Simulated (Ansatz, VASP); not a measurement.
**Ge: VASP beside Ansatz**

File INCAR:

```
SYSTEM = Ge
ALGO = Normal ; EDIFF = 1E-7
ENCUT = 520 ; GGA = PS
ISIF = 2 ; ISMEAR = -1
LASPH = .TRUE. ; LCHARG = .TRUE.
LELF = .TRUE. ; LREAL = .FALSE.
LVHAR = .TRUE. ; LWAVE = .FALSE.
NBANDS = 21 ; NELM = 100
PREC = Accurate ; SIGMA = 0.05
```

Contents of KPOINTS:

```
k-points
0
G
  9 9 9
  0 0 0
```

POSCAR

```
Ge
1.0
   -2.5744897190      2.5744897190      1.4113867696
    2.5744897190     -2.5744897190      1.4113867696
    2.5744897190      2.5744897190     -1.4113867696
Ge
2
Direct
    0.5000000000      0.5000000000      0.0000000000
    0.2500000000      0.7500000000      0.5000000000
```

input.yaml

```yaml
crystal:
  lattice:
    - [-2.574489719, 2.574489719, 1.4113867696]
    - [2.574489719, -2.574489719, 1.4113867696]
    - [2.574489719, 2.574489719, -1.4113867696]
  atoms:
    - { symbol: Ge, position: [0.5, 0.5, 0.0] }
    - { symbol: Ge, position: [0.25, 0.75, 0.5] }
hamiltonian:
  xc: pbesol
  pseudopotentials: { kind: paw }
kpoints:
  mp_grid: { grid: [9, 9, 9] }
scf:
  occupations: { method: fermi_dirac, width: 0.05 }
output:
  forces: true
  stress: true
  eigenvalues: true
  write_density: true
  write_potential: true
  elf: true
  volumetric_format: npy
```

Alike in both runs: task single point; functional PBEsol; k mesh 9 × 9 × 9; occupations fermi-dirac, width 0.05 eV; no spin polarisation.

|  | VASP | Ansatz |
| --- | --- | --- |
| version | VASP 6.6.1 | Ansatz 0.2.0 |
| potentials or method | VASP PAW PBE potentials, release 64 (Ge_d) | Ansatz PAW |
| plane-wave cutoff (eV) | 520 | 420 |
| valence electrons in the cell | 28 | 28 |

VASP gave:

* gap on the k mesh at the Fermi level (eV): none
* pressure (GPa): -1.4
* traceless stress, the component that is largest in VASP (GPa): -0.28

**Question.** Which values does Ansatz return?

**Answer.** gap on the k mesh at the Fermi level (eV): none; pressure (GPa): -1.4; traceless stress, the component that is largest in VASP (GPa): -0.29.

VASP's potentials were made for PBE, not for PBEsol. A gap of «none» marks a metal or a gap that the smearing closes. With one functional, cell and mesh, what is left measures potentials, basis and numerics.
